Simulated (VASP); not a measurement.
# LiCl in VASP: a series of runs, part 2 of 2

VASP 6.6.1.

## (5) Single point, r2SCAN (epitaxial xy strain -2.9%)

POSCAR reads:

```
LiCl
1.0
    0.0000000000      2.4824231290      2.6130515065
    2.4824231290      0.0000000000      2.6130515065
    2.4824231290      2.4824231290      0.0000000000
Li Cl
1 1
Direct
    0.0000000000      0.0000000000      0.0000000000
    0.5000000000      0.5000000000      0.5000000000
```

INCAR.step1 reads:

```
SYSTEM = LiCl
ALGO = Normal
EDIFF = 1E-4
ENCUT = 520
GGA = PE
ISMEAR = 0
LASPH = .TRUE.
LCHARG = .FALSE.
LREAL = .FALSE.
LWAVE = .TRUE.
NBANDS = 12
NELM = 60
PREC = Accurate
SIGMA = 0.01
```

INCAR.step2 reads:

```
SYSTEM = LiCl
ALGO = Normal
EDIFF = 1E-6
ENCUT = 520
ISIF = 2
ISMEAR = 0
ISTART = 1
LASPH = .TRUE.
LCHARG = .FALSE.
LMIXTAU = .TRUE.
LREAL = .FALSE.
LWAVE = .FALSE.
METAGGA = R2SCAN
NBANDS = 12
NELM = 60
PREC = Accurate
SIGMA = 0.01
```

KPOINTS reads:

```
k-points
0
G
  8 8 8
  0 0 0
```

Potentials or basis: VASP PAW PBE potentials, release 64 (Li_sv, Cl).

Run with:

```sh
> cat potpaw_PBE.64/Li_sv/POTCAR potpaw_PBE.64/Cl/POTCAR > POTCAR
> cp INCAR.step1 INCAR
> mpirun -np 1 vasp_std > vasp.out
> cp INCAR.step2 INCAR
> mpirun -np 1 vasp_std > vasp.out
```

OUTCAR:

```text
SYSTEM = LiCl
   EDIFF = 1E-6
   ENCUT = 520
   ISIF = 2
   ISMEAR = 0
   ISTART = 1
   LASPH = .TRUE.
   LREAL = .FALSE.
   METAGGA = R2SCAN
   NELM = 60
   PREC = Accurate

 ion  position               nearest neighbor table
   1  0.000  0.000  0.000-   2 2.48   2 2.48   2 2.48   2 2.48   2 2.61   2 2.61
   2  0.500  0.500  0.500-   1 2.48   1 2.48   1 2.48   1 2.48   1 2.61   1 2.61

  LATTYP: Found a body centered tetragonal cell.
 ALAT       =     3.5106764566
 C/A-ratio  =     1.4886313443

  Lattice vectors:

 A1 = (  -2.4824231290,   0.0000000000,   2.6130515065)
 A2 = (   2.4824231290,   0.0000000000,   2.6130515065)
 A3 = (   0.0000000000,   2.4824231290,  -2.6130515065)

Analysis of symmetry for initial positions (statically):
=====================================================================
 Subroutine PRICEL returns:
 Original cell was already a primitive cell.

 Routine SETGRP: Setting up the symmetry group for a
 body centered tetragonal supercell.

 Subroutine GETGRP returns: Found 16 space group operations
 (whereof 16 operations were pure point group operations)
 out of a pool of 16 trial point group operations.

[... 176 lines left out ...]
      6       8.1501      0.00000
      7      12.9552      0.00000
      8      13.4182      0.00000
      9      13.4182      0.00000
     10      15.6409      0.00000
     11      15.9791      0.00000
     12      16.4640      0.00000
[... 331 lines left out ...]
 k-point    24 :       0.3750    0.0000    0.1250
  band No.  band energies     occupation
      1     -44.1913      2.00000
      2     -13.0728      2.00000
      3      -1.8288      2.00000
      4       0.0374      2.00000
      5       0.0716      2.00000
      6       9.1456      0.00000
      7      11.0901      0.00000
      8      12.0385      0.00000
      9      12.7529      0.00000
     10      15.9803      0.00000
     11      18.0298      0.00000
     12      19.2411      0.00000

 [... further k-points ...]

------------------------ aborting loop because EDIFF is reached ----------------------------------------

  FORCE on cell =-STRESS in cart. coord.  units (eV):
  Direction    XX          YY          ZZ          XY          YZ          ZX
  --------------------------------------------------------------------------------------
  -------------------------------------------------------------------------------------
  Total        0.3786812      0.3786812     -0.0816193      0.0000000      0.0000000     -0.0000000
  in kB       18.8388666     18.8388666     -4.0604465      0.0000000      0.0000000     -0.0000000
  external PRESSURE =      11.2057622 kB  Pullay stress =       0.0000000 kB

 VOLUME and BASIS-vectors are now :
 -----------------------------------------------------------------------------
  energy-cutoff  :      520.00
  volume of cell :       32.21
      direct lattice vectors                 reciprocal lattice vectors
     0.000000000  2.482423129  2.613051507    -0.201416106  0.201416106  0.191347166
     2.482423129  0.000000000  2.613051507     0.201416106 -0.201416106  0.191347166
     2.482423129  2.482423129  0.000000000     0.201416106  0.201416106 -0.191347166

 POSITION                                       TOTAL-FORCE (eV/Angst)
 -----------------------------------------------------------------------------------
      0.00000      0.00000      0.00000         0.000000      0.000000     -0.000000
      2.48242      2.48242      2.61305        -0.000000     -0.000000      0.000000
 -----------------------------------------------------------------------------------
    total drift:                                0.000000      0.000000      0.000000

  FREE ENERGIE OF THE ION-ELECTRON SYSTEM (eV)
  ---------------------------------------------------
  free  energy   TOTEN  =       -12.5780526532 eV

  energy  without entropy=      -12.5780526532  energy(sigma->0) =      -12.57805265
```

OSZICAR.step1:

```text
N       E                     dE             d eps       ncg     rms          rms(c)
DAV:   1     0.393243524922E+02    0.39324E+02   -0.41620E+03  1416   0.771E+02
DAV:   2    -0.507497012563E+01   -0.44399E+02   -0.42785E+02  1788   0.141E+02
DAV:   3    -0.738416934216E+01   -0.23092E+01   -0.23031E+01  1920   0.333E+01
DAV:   4    -0.742881679522E+01   -0.44647E-01   -0.44638E-01  1932   0.481E+00
DAV:   5    -0.742927714646E+01   -0.46035E-03   -0.46035E-03  1964   0.448E-01    0.245E+00
DAV:   6    -0.736172543016E+01    0.67552E-01   -0.14062E-01  1804   0.178E+00    0.175E+00
DAV:   7    -0.736289935973E+01   -0.11739E-02   -0.48366E-02  2116   0.117E+00    0.940E-01
DAV:   8    -0.736668987684E+01   -0.37905E-02   -0.59961E-03  1684   0.534E-01    0.156E-01
DAV:   9    -0.736664796918E+01    0.41908E-04   -0.17804E-04  1784   0.929E-02
   1 F= -.73666480E+01 E0= -.73666480E+01  d E =-.134661E-37
```

Run time: 93 s. Hardware: 1 thread of Intel Xeon Platinum 8259CL at 2.50GHz (Skylake/Cascade Lake), shared host; peak memory 0.16 GiB.

Results:

* Free energy: -12.5781 eV
* Band gap on the k mesh: 7.50 eV (least direct gap 7.52 eV)

Caveat: the cell differs from its parent crystal (epitaxial xy strain -2.9%); the cutoff is under 1.25 times the usual one of these potentials, so pressure, stress and relaxed cells hold a basis-set (Pulay) error; the PAW data sets were made with another functional, which shifts forces and pressure a little. A k mesh can miss the band edges.

## (6) Single point, r2SCAN (uniaxial x strain +0.6%)

POSCAR reads:

```
LiCl
1.0
    0.0000000000      2.5560369945      2.5560369945
    2.5716288201      0.0000000000      2.5560369945
    2.5716288201      2.5560369945      0.0000000000
Li Cl
1 1
Direct
    0.0000000000      0.0000000000      0.0000000000
    0.5000000000      0.5000000000      0.5000000000
```

INCAR.step1 reads:

```
ALGO = Normal ; EDIFF = 1E-4
ENCUT = 520 ; GGA = PE
ISMEAR = 0 ; LASPH = T
LCHARG = F ; LREAL = F
LWAVE = T ; NBANDS = 12
NELM = 60 ; PREC = Accurate
SIGMA = 0.01
```

INCAR.step2 reads:

```
ALGO = Normal ; EDIFF = 1E-6
ENCUT = 520 ; ISIF = 2
ISMEAR = 0 ; ISTART = 1
LASPH = T ; LCHARG = F
LMIXTAU = T ; LREAL = F
LWAVE = F ; METAGGA = R2SCAN
NBANDS = 12 ; NELM = 60
PREC = Accurate ; SIGMA = 0.01
```

KPOINTS reads:

```
k-points
0
Gamma
  8 8 8
```

Potentials or basis: VASP PAW PBE potentials, release 64 (Li_sv, Cl).

Run with:

```sh
> cat potpaw_PBE.64/Li_sv/POTCAR potpaw_PBE.64/Cl/POTCAR > POTCAR
> cp INCAR.step1 INCAR
> mpirun -np 1 vasp_std > vasp.out
> cp INCAR.step2 INCAR
> mpirun -np 1 vasp_std > vasp.out
```

It took 1.8 min on 1 thread of Intel Xeon Platinum 8259CL at 2.50GHz (Skylake/Cascade Lake), shared host; peak memory 0.17 GiB.

It converged, with:

* Free energy: -12.5873 eV
* Band gap on the k mesh: 7.31 eV

Levels at points of the mesh, in eV from the valence-band top:
```
           k point  band 1  band 2  band 3  band 4  band 5  band 6  band 7  band 8  band 9  band 10
(0.00, 0.00, 0.00)  -44.82  -14.01   -0.02   -0.02    0.00    7.31   12.62   12.67   12.67    15.33
(0.50, 0.00, 0.00)  -44.82  -13.42   -2.87   -0.29   -0.28    7.53   10.28   10.33   14.24    18.00
(0.50, 0.50, 0.00)  -44.82  -13.16   -2.96   -1.17   -1.13    8.76    8.90   13.63   15.36    15.49
(0.00, 0.50, 0.50)  -44.82  -13.17   -2.96   -1.13   -1.13    8.78    8.93   13.54   15.47    15.47
```

Caveat: the cell differs from its parent crystal (uniaxial x strain +0.6%); the cutoff is under 1.25 times the usual one of these potentials, so pressure, stress and relaxed cells hold a basis-set (Pulay) error; the PAW data sets were made with another functional, which shifts forces and pressure a little.

## (7) Summary

| level | cell | smearing | gap on the mesh (eV) |
| --- | --- | --- | --- |
| PBE | a = 3.604, b = 3.604, c = 3.511 Å, angles 60.9, 60.9, 58.3°, 2 atoms | fermi-dirac 0.02 eV | 6.54 |
| PBE | a = 3.615, b = 3.626, c = 3.626 Å, angles 59.8, 60.1, 60.1°, 2 atoms | fermi-dirac 0.02 eV | 6.35 |
| PBE | a = 3.616 Å, angles 61.6°, 2 atoms | fermi-dirac 0.02 eV | 6.06 |
| r2SCAN | a = 3.604, b = 3.604, c = 3.511 Å, angles 60.9, 60.9, 58.3°, 2 atoms | gaussian 0.01 eV | 7.50 |
| r2SCAN | a = 3.615, b = 3.626, c = 3.626 Å, angles 59.8, 60.1, 60.1°, 2 atoms | gaussian 0.01 eV | 7.31 |

Alike in all rows: task single point; potentials or basis VASP PAW PBE potentials, release 64 (Li_sv, Cl); no spin polarisation; k mesh 8 × 8 × 8; cutoff (eV) 520.

Caveats: the cutoff is under 1.25 times the usual one of these potentials, so pressure, stress and relaxed cells hold a basis-set (Pulay) error; the PAW data sets were made with another functional, which shifts forces and pressure a little (at least some runs).

Total energies depend on the potentials used, so only differences within one code and one set of settings carry meaning.
